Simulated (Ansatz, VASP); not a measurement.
## Sc: VASP beside Ansatz

```
CELL_PARAMETERS angstrom
2.95233 0.00000 0.00000
0.00000 2.95233 0.00000
0.00000 0.00000 2.95233
ATOMIC_POSITIONS crystal
Sc 0.00000 0.00000 0.00000
```

Alike in both runs: functional r2SCAN; k mesh 14 × 14 × 14; occupations gaussian, width 0.1 eV; no spin polarisation.

Ansatz relaxed the structure, and its values are those at the end. VASP's run is a single point on that final structure, the one shown.

|  | VASP | Ansatz |
| --- | --- | --- |
| version | VASP 6.6.1 | Ansatz 0.2.0 |
| potentials or method | VASP PAW PBE potentials, release 64 (Sc_sv), cutoff 520 eV | scalar-relativistic, plane waves, PAW |
| valence electrons in the cell | 11 | 11 |

VASP gave:

* gap on the k mesh at the Fermi level (eV): none
* pressure (GPa): 0.1

Estimate Ansatz's values.

gap on the k mesh at the Fermi level (eV): none; pressure (GPa): 0.0.

VASP's potentials were made for PBE, not for r2SCAN. A gap of «none» marks a metal or a gap that the smearing closes. The functional is the same, so the differences come from potentials, cutoffs and numerics.
